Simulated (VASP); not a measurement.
SiC (Moissanite):

```
Si C
1.0
     3.13633    0.00000    0.00000
    -1.56816    2.71614    0.00000
     0.00000    0.00000    5.14701
Si C
2 2
Direct
  0.66667 0.33333 0.50000
  0.33333 0.66667 0.00000
  0.66667 0.33333 0.88500
  0.33333 0.66667 0.38500
```

Base run:

```yaml
Program: VASP 6.6.1
Functional: PBEsol
Dispersion: D3(BJ)
Potentials_or_basis: VASP PAW PBE potentials, release 64 (Si, C)
Cutoff: 520 eV
k_mesh: 10 × 10 × 5
Occupations: fermi-dirac, width 0.05 eV
Spin: no spin polarisation
```

Its results: band gap on the k mesh 2.37 eV, indirect (least direct gap 3.84 eV); pressure -14.4 GPa; largest force 0.662 eV/Å.

Problem. After a change of settings the same cell gave: band gap on the k mesh 2.73 eV, indirect (least direct gap 4.21 eV); pressure -12.1 GPa; largest force 0.680 eV/Å. Which change was it?
A. functional from PBEsol to revPBE; dispersion from D3(BJ) to D4
B. functional from PBEsol to BLYP
C. functional from PBEsol to r2SCAN; dispersion from D3(BJ) to none
D. functional from PBEsol to SVWN5; dispersion from D3(BJ) to none

Solution. B.

BLYP binds less tightly than PBEsol, so the same cell stands under more pressure.

Caveats: the PAW data sets were made with another functional, which shifts forces and pressure a little.
